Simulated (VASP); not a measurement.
Input of a VASP 6.6.1 run:

The input INCAR:

```
SYSTEM = C
PREC     = Accurate       ! precision mode
ENCUT    = 520            ! plane-wave cutoff, eV
EDIFF    = 1E-7           ! SCF threshold, eV
ISMEAR   = 0              ! smearing method
SIGMA    = 0.15           ! smearing width, eV
LREAL    = .FALSE.        ! projectors in reciprocal space
LASPH    = .TRUE.         ! aspherical terms in the spheres
NELM     = 100            ! most SCF steps
ALGO     = Normal         ! electronic algorithm
ISIF     = 2              ! what is computed and relaxed
LWAVE    = .FALSE.        ! write WAVECAR
LCHARG   = .FALSE.        ! write CHGCAR
GGA      = PS             ! functional
IVDW     = 12             ! dispersion correction
NBANDS   = 11             ! bands
```

KPOINTS

```
Automatic mesh
0
G
  21 21 12
  0 0 0
```

Contents of POSCAR:

```
C
1.0
    2.4372596835      0.0000000000      0.0000000000
   -1.2186298418      2.1107288015      0.0000000000
    0.0000000000      0.0000000000      3.5001875387
C
2
Direct
    0.3333333333      0.6666666667      0.0000000000
    0.6666666667      0.3333333333      0.0000000000
```

Potentials or basis: VASP PAW PBE potentials, release 64 (C).

Command:

```sh
$ cat potpaw_PBE.64/C/POTCAR > POTCAR
$ mpirun -np 1 vasp_std > vasp.out
```

**Question.** Estimate the dispersion energy per atom.

**Answer.** -0.105 eV.

**Question.** What does it give for the band gap on the k mesh?

**Answer.** Zero (band 4 reaches 5.01 eV, above the bottom of band 5 at 3.95 eV).

Stress tensor (GPa, compression positive):
```
12.09  0.00  0.00
 0.00 12.09  0.00
 0.00  0.00  0.13
```

Caveat: the PAW data sets were made with another functional, which shifts forces and pressure a little.
